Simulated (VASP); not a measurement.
# CuI (Fm-3m) in VASP: notebook

Aim: see how the results for CuI move with the level of theory and the settings. Levels: HSE06, PBE-based screened hybrid. Tasks: single point.

Everything below comes from runs of VASP 6.6.1. Logs are shortened: lines on timing, memory, paths and dates and some standing lists are left out, and cuts for length are marked.

### Step 1. The cell of the first run

Symmetry: Fm-3m, No. 225, cubic system. The conventional cell has a = 5.712 Å, b = 5.712 Å, c = 5.712 Å, α = 90.00°, β = 90.00°, γ = 90.00°. Within 3.8 Å of Cu (site symmetry m-3m) lie 6 I at 2.86 Å. Within 3.8 Å of I (site symmetry m-3m) lie 6 Cu at 2.86 Å.

### Step 2. Single point, HSE06

File POSCAR:

```
CuI
1.0
    0.0000000000      2.8561103336      2.8561103336
    2.8561103336      0.0000000000      2.8561103336
    2.8561103336      2.8561103336      0.0000000000
Cu I
1 1
Direct
    0.0000000000      0.0000000000      0.0000000000
    0.5000000000      0.5000000000      0.5000000000
```

File INCAR.step1:

```
SYSTEM = CuI
  PREC = Accurate
  ENCUT = 520
  EDIFF = 1E-5
  ISMEAR = -1
  SIGMA = 0.02
  LREAL = .False.
  LASPH = .True.
  NELM = 100
  ALGO = Normal
  ISIF = 2
  LWAVE = .True.
  LCHARG = .False.
  GGA = PE
  NBANDS = 16
```

File INCAR.step2:

```
SYSTEM = CuI
  PREC = Accurate
  ENCUT = 520
  EDIFF = 1E-6
  ISMEAR = -1
  SIGMA = 0.02
  LREAL = .False.
  LASPH = .True.
  NELM = 100
  ALGO = Normal
  ISIF = 2
  LWAVE = .False.
  LCHARG = .False.
  GGA = PE
  LHFCALC = .True.
  HFSCREEN = 0.2079
  PRECFOCK = Normal
  ISTART = 1
  NBANDS = 16
```

File KPOINTS:

```
Automatic mesh
0
Gamma
  4 4 4
  0 0 0
```

Potentials or basis: VASP PAW PBE potentials, release 64 (Cu, I).

Launch:

```
$ cat potpaw_PBE.64/Cu/POTCAR potpaw_PBE.64/I/POTCAR > POTCAR
$ cp INCAR.step1 INCAR
$ mpirun -np 1 vasp_std > vasp.out
$ cp INCAR.step2 INCAR
$ mpirun -np 1 vasp_std > vasp.out
```

OUTCAR:

```text
SYSTEM = CuI
   PREC = Accurate
   ENCUT = 520
   EDIFF = 1E-6
   ISMEAR = -1
   LREAL = .False.
   LASPH = .True.
   NELM = 100
   ISIF = 2
   GGA = PE
   LHFCALC = .True.
   HFSCREEN = 0.2079
   PRECFOCK = Normal
   ISTART = 1

 ion  position               nearest neighbor table
   1  0.000  0.000  0.000-   2 2.86   2 2.86   2 2.86   2 2.86   2 2.86   2 2.86
   2  0.500  0.500  0.500-   1 2.86   1 2.86   1 2.86   1 2.86   1 2.86   1 2.86

  LATTYP: Found a face centered cubic cell.
 ALAT       =     5.7122206672

  Lattice vectors:

 A1 = (   0.0000000000,   2.8561103336,   2.8561103336)
 A2 = (   2.8561103336,   0.0000000000,   2.8561103336)
 A3 = (   2.8561103336,   2.8561103336,   0.0000000000)

Analysis of symmetry for initial positions (statically):
=====================================================================
 Subroutine PRICEL returns:
 Original cell was already a primitive cell.

 Routine SETGRP: Setting up the symmetry group for a
 face centered cubic supercell.

 Subroutine GETGRP returns: Found 48 space group operations
 (whereof 48 operations were pure point group operations)
 out of a pool of 48 trial point group operations.

The static configuration has the point symmetry O_h .

Analysis of symmetry for dynamics (positions and initial velocities):
=====================================================================
 Subroutine PRICEL returns:
 Original cell was already a primitive cell.

 Routine SETGRP: Setting up the symmetry group for a
 face centered cubic supercell.

 Subroutine GETGRP returns: Found 48 space group operations
 (whereof 48 operations were pure point group operations)
 out of a pool of 48 trial point group operations.

The dynamic configuration has the point symmetry O_h .

 Subroutine INISYM returns: Found 48 space group operations
 (whereof 48 operations are pure point group operations),
 and found     1 'primitive' translations

----------------------------------------------------------------------------------------

                                     Primitive cell

  volume of cell :      46.5967

  direct lattice vectors                    reciprocal lattice vectors
     0.000000000  2.856110334  2.856110334    -0.175063265  0.175063265  0.175063265
     2.856110334  0.000000000  2.856110334     0.175063265 -0.175063265  0.175063265
     2.856110334  2.856110334  0.000000000     0.175063265  0.175063265 -0.175063265

  length of vectors
     4.039149969  4.039149969  4.039149969     0.303218469  0.303218469  0.303218469

  position of ions in fractional coordinates (direct lattice)
     0.000000000  0.000000000  0.000000000
     0.500000000  0.500000000  0.500000000

  ion indices of the primitive-cell ions
   primitive index   ion index
                 1           1
                 2           2

----------------------------------------------------------------------------------------

 KPOINTS: Automatic mesh

Automatic generation of k-mesh.
 Grid dimensions read from file:
 generate k-points for:    4    4    4

 Generating k-lattice:

  Cartesian coordinates                     Fractional coordinates (reciprocal lattice)
    -0.043765816  0.043765816  0.043765816     0.250000000  0.000000000  0.000000000
     0.043765816 -0.043765816  0.043765816     0.000000000  0.250000000  0.000000000
     0.043765816  0.043765816 -0.043765816     0.000000000  0.000000000  0.250000000

  Length of vectors
     0.075804617  0.075804617  0.075804617

  Shift w.r.t. Gamma in fractional coordinates (k-lattice)
     0.000000000  0.000000000  0.000000000

 Subroutine IBZKPT returns following result:
 ===========================================

 Found      8 irreducible k-points:

 Following reciprocal coordinates:
            Coordinates               Weight
  0.000000  0.000000  0.000000      1.000000
  0.250000  0.000000  0.000000      8.000000
  0.500000  0.000000  0.000000      4.000000
  0.250000  0.250000  0.000000      6.000000
  0.500000  0.250000  0.000000     24.000000
 -0.250000  0.250000  0.000000     12.000000
  0.500000  0.500000  0.000000      3.000000
 -0.250000  0.500000  0.250000      6.000000
   k-points           NKPTS =      8   k-points in BZ     NKDIM =     64   number of bands    NBANDS=     16
   number of dos      NEDOS =    301   number of ions     NIONS =      2
   total plane-waves  NPLWV =  27000
   dimension x,y,z NGX =    30 NGY =   30 NGZ =   30
   dimension x,y,z NGXF=    60 NGYF=   60 NGZF=   60
   ions per type =               1   1
   NGX,Y,Z   is equivalent  to a cutoff of  12.35, 12.35, 12.35 a.u.
   NGXF,Y,Z  is equivalent  to a cutoff of  24.70, 24.70, 24.70 a.u.
 SYSTEM =  CuI
   PREC   = accura    normal or accurate (medium, high low for compatibility)
   ISTART =      1    job   : 0-new  1-cont  2-samecut
   ICHARG =      0    charge: 1-file 2-atom 10-const
   ISPIN  =      1    spin polarized calculation?
   LNONCOLLINEAR =      F non collinear calculations
   LSORBIT =      F    spin-orbit coupling
   LASPH  =      T    aspherical Exc in radial PAW
   ENCUT  =  520.0 eV  38.22 Ry    6.18 a.u.   7.51  7.51  7.51*2*pi/ulx,y,z
   NELM   =    100;   NELMIN=  2; NELMDL=  0     # of ELM steps
   EDIFF  = 0.1E-05   stopping-criterion for ELM
   LREAL  =      F    real-space projection
   EDIFFG = 0.1E-04   stopping-criterion for IOM
   NSW    =      0    number of steps for IOM
   IBRION =     -1    ionic relax: 0-MD 1-quasi-New 2-CG
   NFREE  =      0    steps in history (QN), initial steepest desc. (CG)
   ISIF   =      2    stress and relaxation
   ISYM   =      3    0-nonsym 1-usesym 2-fastsym
   POTIM  = 0.5000    time-step for ionic-motion
   TEBEG  =    0.0;   TEEND  =   0.0 temperature during run
   PSTRESS=    0.0 pullay stress
   NELECT =      18.0000    total number of electrons
   NUPDOWN=      -1.0000    fix difference up-down
   EMIN   =  10.00;   EMAX   =-10.00  energy-range for DOS
   EFERMI =   0.00;   METHOD = LEGACY
   ISMEAR =    -1;   SIGMA  =   0.02  broadening in eV -4-tet -1-fermi 0-gaus
   EFERMI_NEDOS =   21; number of points for ismear=-14 and -15
   IALGO  =     38    algorithm
   IMIX   =      1    mixing-type and parameters
     AMIX     =   0.40;   BMIX     =  1.00
     AMIX_MAG =   1.60;   BMIX_MAG =  1.00
  volume/ion in A,a.u.               =      23.30       157.22
  Fermi-wavevector in a.u.,A,eV,Ry     =   1.192287  2.253095 19.341328  1.421547
  Thomas-Fermi vector in A             =   2.328328
   LORBIT       =      0    0 simple, 1 ext, 2 COOP (PROOUT), +10 PAW based schemes
   GGA     = PE    functional components
   LHFCALC =     T    Hartree Fock is set to
   PRECFOCK=normal    Normal, Fast or Accurate (Low or Medium for compatibility)
   ENCUT4O =  -1.0   cutoff for four orbital integrals eV
   NKREDX  =     1    reduce k-point grid by
   NKREDY  =     1    reduce k-point grid by
   NKREDZ  =     1    reduce k-point grid by
   AEXX    =    0.2500 exact exchange contribution
   HFSCREEN=    0.2079 screening length (either q_TF or 0.3 A-1)
   HFSCREENC=   0.2079 screening length for correlation (either q_TF or 0.3 A-1)
   ENCUTFOCK=  -1.0 apply spherical cutoff to Coloumb kernel
   IVDW    =     0    specifies the selected vdW correction
   LEPSILON=     F    determine dielectric tensor
   LRPA    =     F    only Hartree local field effects (RPA)
 non-spin polarized calculation
  energy-cutoff  :      520.00
  volume of cell :       46.60
 maximum number of plane-waves:      1283
  NGX = 24; NGY = 24; NGZ = 24

 number of electron      18.0000008 magnetization

 Free energy of the ion-electron system (eV)
  ---------------------------------------------------
  ext. energy  EPLUGINS =         0.00000000
  ---------------------------------------------------
  free energy    TOTEN  =        -5.93733983 eV

  energy without entropy =       -5.93733983  energy(sigma->0) =       -5.93733983

 E-fermi :   5.8047     XC(G=0):  -8.2978

 val. band max:        5.3632950952   @ k =   0.5000   0.0000   0.0000
 cond. band min:       6.2686034250   @ k =   0.5000   0.5000   0.0000
 fundamental gap:      0.9053083298
 Fermi energy:         5.8047378011

 k-point     1 :       0.0000    0.0000    0.0000
  band No.  band energies     occupation
      1      -9.7317      2.00000
      2       2.6984      2.00000
      3       2.6984      2.00000
      4       2.7767      2.00000
      5       2.7767      2.00000
      6       2.7767      2.00000
      7       3.8651      2.00000
      8       3.8651      2.00000
      9       3.8651      2.00000
     10       7.7818      0.00000
     11      14.0633      0.00000
     12      14.0633      0.00000
     13      14.0633      0.00000
     14      15.9038      0.00000
     15      15.9038      0.00000
     16      15.9038      0.00000

 k-point     2 :       0.2500    0.0000    0.0000
  band No.  band energies     occupation
      1      -9.2558      2.00000
      2       0.7630      2.00000
      3       1.9103      2.00000
      4       1.9103      2.00000
      5       2.8744      2.00000
      6       2.8744      2.00000
      7       3.1098      2.00000
      8       4.7566      2.00000
      9       4.7566      2.00000
     10       9.7134      0.00000
     11      12.5798      0.00000
     12      12.5798      0.00000
     13      12.7056      0.00000
     14      15.2734      0.00000
     15      15.7380      0.00000
     16      15.7380      0.00000

 k-point     3 :       0.5000    0.0000    0.0000
  band No.  band energies     occupation
      1      -8.6526      2.00000
      2      -1.1408      2.00000
      3       1.4479      2.00000
      4       1.4479      2.00000
      5       2.9856      2.00000
      6       2.9856      2.00000
      7       3.1584      2.00000
      8       5.3633      2.00000
      9       5.3633      2.00000
     10       9.3844      0.00000
     11      11.1545      0.00000
     12      11.1545      0.00000
     13      12.9575      0.00000
     14      17.6888      0.00000
     15      18.7773      0.00000
     16      18.7773      0.00000

 k-point     4 :       0.2500    0.2500    0.0000
  band No.  band energies     occupation
      1      -9.1170      2.00000
      2       0.6731      2.00000
      3       2.3645      2.00000
      4       2.3645      2.00000
      5       2.6588      2.00000
      6       2.7523      2.00000
      7       3.5482      2.00000
      8       3.5482      2.00000
      9       3.7095      2.00000
     10       8.8863      0.00000
     11      11.8264      0.00000
     12      12.9666      0.00000
     13      14.8767      0.00000
     14      14.8767      0.00000
     15      17.9560      0.00000
     16      18.8923      0.00000

 k-point     5 :       0.5000    0.2500    0.0000
  band No.  band energies     occupation
      1      -8.5418      2.00000
      2      -0.3042      2.00000
      3       1.1095      2.00000
      4       1.6506      2.00000
      5       2.8668      2.00000
      6       3.0121      2.00000
      7       3.1304      2.00000
      8       3.8458      2.00000
      9       4.0685      2.00000
     10       8.3761      0.00000
     11      12.0474      0.00000
     12      13.6891      0.00000
     13      13.9946      0.00000
     14      16.6216      0.00000
     15      19.1801      0.00000
     16      19.6722      0.00000

 k-point     6 :      -0.2500    0.2500    0.0000
  band No.  band energies     occupation
      1      -8.7167      2.00000
      2      -0.1848      2.00000
      3       1.2702      2.00000
      4       1.5090      2.00000
      5       2.9373      2.00000
      6       2.9639      2.00000
      7       3.2432      2.00000
      8       3.4124      2.00000
      9       5.2029      2.00000
     10       9.9243      0.00000
     11      12.0174      0.00000
     12      12.0970      0.00000
     13      13.1897      0.00000
     14      15.8200      0.00000
     15      18.5060      0.00000
     16      18.8004      0.00000

 k-point     7 :       0.5000    0.5000    0.0000
  band No.  band energies     occupation
      1      -8.4103      2.00000
      2      -0.1705      2.00000
      3       2.1453      2.00000
      4       2.1453      2.00000
      5       2.5384      2.00000
      6       2.8069      2.00000
      7       3.0669      2.00000
      8       3.0669      2.00000
      9       3.1850      2.00000
     10       6.2686      0.00000
     11      10.9280      0.00000
     12      17.2909      0.00000
     13      17.2909      0.00000
     14      17.5086      0.00000
     15      19.8182      0.00000
     16      20.6220      0.00000

 k-point     8 :      -0.2500    0.5000    0.2500
  band No.  band energies     occupation
      1      -8.3625      2.00000
      2       0.6261      2.00000
      3       0.6261      2.00000
      4       0.8858      2.00000
      5       3.0669      2.00000
      6       3.0925      2.00000
      7       3.0925      2.00000
      8       3.0995      2.00000
      9       3.3595      2.00000
     10       9.3644      0.00000
     11      12.1751      0.00000
     12      13.4999      0.00000
     13      13.4999      0.00000
     14      18.6680      0.00000
     15      18.6680      0.00000
     16      20.6654      0.00000

------------------------ aborting loop because EDIFF is reached ----------------------------------------

  FORCE on cell =-STRESS in cart. coord.  units (eV):
  Direction    XX          YY          ZZ          XY          YZ          ZX
  --------------------------------------------------------------------------------------
  -------------------------------------------------------------------------------------
  Total        0.4553205      0.4553205      0.4553205      0.0000000     -0.0000000      0.0000000
  in kB       15.6557129     15.6557129     15.6557129      0.0000000     -0.0000000      0.0000000
  external PRESSURE =      15.6557129 kB  Pullay stress =       0.0000000 kB

 VOLUME and BASIS-vectors are now :
 -----------------------------------------------------------------------------
  energy-cutoff  :      520.00
  volume of cell :       46.60
      direct lattice vectors                 reciprocal lattice vectors
     0.000000000  2.856110334  2.856110334    -0.175063265  0.175063265  0.175063265
     2.856110334  0.000000000  2.856110334     0.175063265 -0.175063265  0.175063265
     2.856110334  2.856110334  0.000000000     0.175063265  0.175063265 -0.175063265

 POSITION                                       TOTAL-FORCE (eV/Angst)
 -----------------------------------------------------------------------------------
      0.00000      0.00000      0.00000         0.000000     -0.000000      0.000000
      2.85611      2.85611      2.85611        -0.000000      0.000000     -0.000000
 -----------------------------------------------------------------------------------
    total drift:                                0.000003      0.000002      0.000008

  FREE ENERGIE OF THE ION-ELECTRON SYSTEM (eV)
  ---------------------------------------------------
  free  energy   TOTEN  =        -5.9373398314 eV

  energy  without entropy=       -5.9373398314  energy(sigma->0) =       -5.93733983
```

Run time: 8.8 min. Hardware: 1 thread of Oxide Virtual Turin-like, shared host; peak memory 0.25 GiB.

Results:

```
Free energy            : -5.9373 eV
Pressure               : 1.6 GPa
Band gap on the k mesh : 0.91 eV, indirect (least direct gap 3.08 eV)
```

Levels at points of the mesh, in eV from the valence-band top:
| k point | band 5 | band 6 | band 7 | band 8 | band 9 | band 10 | band 11 | band 12 | band 13 | band 14 |
| --- | --- | --- | --- | --- | --- | --- | --- | --- | --- | --- |
| (0.00, 0.00, 0.00) | -2.59 | -2.59 | -1.50 | -1.50 | -1.50 | 2.42 | 8.70 | 8.70 | 8.70 | 10.54 |
| (0.50, 0.00, 0.00) | -2.38 | -2.38 | -2.20 | 0.00 | 0.00 | 4.02 | 5.79 | 5.79 | 7.59 | 12.33 |
| (0.50, 0.50, 0.00) | -2.82 | -2.56 | -2.30 | -2.30 | -2.18 | 0.91 | 5.56 | 11.93 | 11.93 | 12.15 |

Caveat: the k points lie up to 0.48 Å⁻¹ apart; the PAW data sets were made with another functional, which shifts forces and pressure a little; spin-orbit coupling is left out, which moves the levels of the heavy elements.

### Step 3. Single point, PBE-based screened hybrid

POSCAR is that of step 2.

File INCAR.step1:

```
SYSTEM = CuI
ALGO     = Normal         ! electronic algorithm
EDIFF    = 1E-5           ! SCF threshold, eV
ENCUT    = 520            ! plane-wave cutoff, eV
GGA      = PE             ! functional
ISIF     = 2              ! what is computed and relaxed
ISMEAR   = -1             ! smearing method
LASPH    = .True.         ! aspherical terms in the spheres
LCHARG   = .False.        ! write CHGCAR
LREAL    = .False.        ! projectors in reciprocal space
LWAVE    = .True.         ! write WAVECAR
NBANDS   = 16             ! bands
NELM     = 100            ! most SCF steps
PREC     = Accurate       ! precision mode
SIGMA    = 0.02           ! smearing width, eV
```

File INCAR.step2:

```
SYSTEM = CuI
AEXX     = 0.1            ! exact-exchange fraction
ALGO     = Normal         ! electronic algorithm
EDIFF    = 1E-7           ! SCF threshold, eV
ENCUT    = 520            ! plane-wave cutoff, eV
GGA      = PE             ! functional
HFSCREEN = 0.3            ! screening, 1/A
ISIF     = 2              ! what is computed and relaxed
ISMEAR   = -1             ! smearing method
ISTART   = 1            
LASPH    = .True.         ! aspherical terms in the spheres
LCHARG   = .False.        ! write CHGCAR
LHFCALC  = .True.         ! exact exchange
LREAL    = .False.        ! projectors in reciprocal space
LWAVE    = .False.        ! write WAVECAR
NBANDS   = 16             ! bands
NELM     = 100            ! most SCF steps
PREC     = Accurate       ! precision mode
PRECFOCK = Normal       
SIGMA    = 0.02           ! smearing width, eV
```

File KPOINTS:

```
k-points
0
Gamma
  4 4 4
  0 0 0
```

Potentials or basis: VASP PAW PBE potentials, release 64 (Cu, I).

Launch:

```
$ cat potpaw_PBE.64/Cu/POTCAR potpaw_PBE.64/I/POTCAR > POTCAR
$ cp INCAR.step1 INCAR
$ mpirun -np 1 vasp_std > vasp.out
$ cp INCAR.step2 INCAR
$ mpirun -np 1 vasp_std > vasp.out
```

Wall time 27 min (1 thread of Oxide Virtual Turin-like, shared host); peak memory 0.25 GiB.

The run converged. Its results:

| Item | Value |
| --- | --- |
| Free energy | -5.2750 eV |
| Pressure | 1.0 GPa |
| Band gap on the k mesh | zero (filled and empty bands overlap) |

Levels at points of the mesh, in eV from the Fermi level:
| k point | band 6 | band 7 | band 8 | band 9 | band 10 | band 11 | band 12 | band 13 |
| --- | --- | --- | --- | --- | --- | --- | --- | --- |
| (0.00, 0.00, 0.00) | -2.23 | -1.67 | -1.67 | -1.67 | 1.43 | 7.80 | 7.80 | 7.80 |
| (0.50, 0.00, 0.00) | -2.01 | -1.89 | -0.02 | -0.02 | 3.21 | 4.87 | 4.87 | 6.32 |
| (0.50, 0.50, 0.00) | -2.14 | -1.94 | -1.94 | -1.80 | -0.02 | 4.80 | 10.70 | 10.70 |

Caveat: the k points lie up to 0.48 Å⁻¹ apart; the PAW data sets were made with another functional, which shifts forces and pressure a little; spin-orbit coupling is left out, which moves the levels of the heavy elements; semilocal functionals often make such compounds metallic where correlation or magnetic order opens a gap, which also shifts bond lengths.
